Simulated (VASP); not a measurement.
The system is MnS.

```
Mn S
1.0
     0.00000    2.60450    2.60450
     2.60450    0.00000    2.60450
     2.60450    2.60450    0.00000
Mn S
1 1
Direct
  0.00000 0.00000 0.00000
  0.50000 0.50000 0.50000
```

- Program: VASP 6.6.1
- Task: relaxation of cell and atoms
- Functional: PBEsol
- Dispersion: D3(BJ)
- Potentials or basis: VASP PAW PBE potentials, release 64 (Mn_pv, S)
- Cutoff: 600 eV
- k mesh: 9 × 9 × 9
- Occupations: fermi-dirac, width 0.05 eV
- Spin: collinear spin, ferromagnetic start
- Starting moments: [4.0, 0.0] μB

At the start: pressure -10.5 GPa; volume 17.67 Å³/atom.

Q: Where does the relaxation end?

A: Over 4 steps the energy falls by 6.5 meV/atom and the volume is 14.41 Å³/atom (-18.4 %); space group Fm-3m (No. 225, to 0.1 Å) before and after; moment 3.93 μB per cell.

Step by step:
```csv
step,energy change (eV),largest force (eV/Å),pressure (GPa),volume (Å³)
1,0.0000,0.0000,-10.49,35.33
2,-0.0033,0.0000,-3.13,29.74
3,-0.0053,0.0000,2.97,28.01
4,-0.0129,0.0000,-0.03,28.82
```

Final structure:
```
CELL_PARAMETERS angstrom
0.00000 2.43338 2.43338
2.43338 0.00000 2.43338
2.43338 2.43338 0.00000
ATOMIC_POSITIONS crystal
Mn 0.00000 0.00000 0.00000
S 0.50000 0.50000 0.50000
```

Caveat: the volume moved by over 15 % at a fixed basis, so the end points are rough; the PAW data sets were made with another functional, which shifts forces and pressure a little; a cell with one magnetic atom can't hold antiferromagnetic order, which such compounds often take.
